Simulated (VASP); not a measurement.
Crystal: MgC2.

```
CELL_PARAMETERS angstrom
3.95078 0.00000 0.00000
0.00000 3.95078 0.00000
0.00000 0.00000 4.98709
ATOMIC_POSITIONS crystal
Mg 0.00000 0.00000 0.50000
Mg 0.50000 0.50000 0.00000
C 0.38766 0.61235 0.50000
C 0.11235 0.11235 0.00000
C 0.61235 0.38766 0.50000
C 0.88765 0.88765 0.00000
```

```yaml
Program: VASP 6.6.1
Task: relaxation of cell and atoms
Functional: BLYP
Potentials_or_basis: VASP PAW PBE potentials, release 64 (Mg, C)
Cutoff: 600 eV
k_mesh: 5 × 5 × 5
Occupations: fermi-dirac, width 0.05 eV
Spin: no spin polarisation
```

At the start: pressure 0.7 GPa; volume 12.97 Å³/atom.

**Question.** How do energy, volume and symmetry change on relaxing?

**Answer.** Over 10 steps the energy falls by 2.7 meV/atom and the volume is 13.28 Å³/atom (+2.4 %); space group P4_2/mnm (No. 136, to 0.1 Å) before and after.

Step by step:
| step | energy change (eV) | largest force (eV/Å) | pressure (GPa) | volume (Å³) |
| --- | --- | --- | --- | --- |
| 1 | 0.0000 | 0.5523 | 0.68 | 77.84 |
| 2 | 0.1897 | 4.4629 | 6.84 | 78.46 |
| 3 | -0.0050 | 0.0790 | 1.45 | 77.93 |
| 4 | -0.0124 | 0.0426 | 0.26 | 79.15 |
| 5 | -0.0131 | 0.0288 | -0.18 | 79.61 |
| 6 | -0.0146 | 0.0100 | -0.15 | 79.64 |
| 7 | -0.0159 | 0.0747 | -0.08 | 79.68 |
| 8 | -0.0159 | 0.0923 | -0.06 | 79.69 |
| 9 | -0.0124 | 0.5304 | 0.90 | 79.66 |
| 10 | -0.0160 | 0.0010 | 0.08 | 79.68 |

Final structure:
```yaml
crystal:
  lattice:
    - [3.95226, 0.00000, 0.00000]
    - [0.00000, 3.95226, 0.00000]
    - [0.00000, 0.00000, 5.10120]
  atoms:
    - { symbol: Mg, position: [0.00000, 0.00000, 0.50000] }
    - { symbol: Mg, position: [0.50000, 0.50000, 0.00000] }
    - { symbol: C, position: [0.38824, 0.61176, 0.50000] }
    - { symbol: C, position: [0.11176, 0.11176, 0.00000] }
    - { symbol: C, position: [0.61176, 0.38824, 0.50000] }
    - { symbol: C, position: [0.88824, 0.88824, 0.00000] }
```

Caveat: the PAW data sets were made with another functional, which shifts forces and pressure a little.
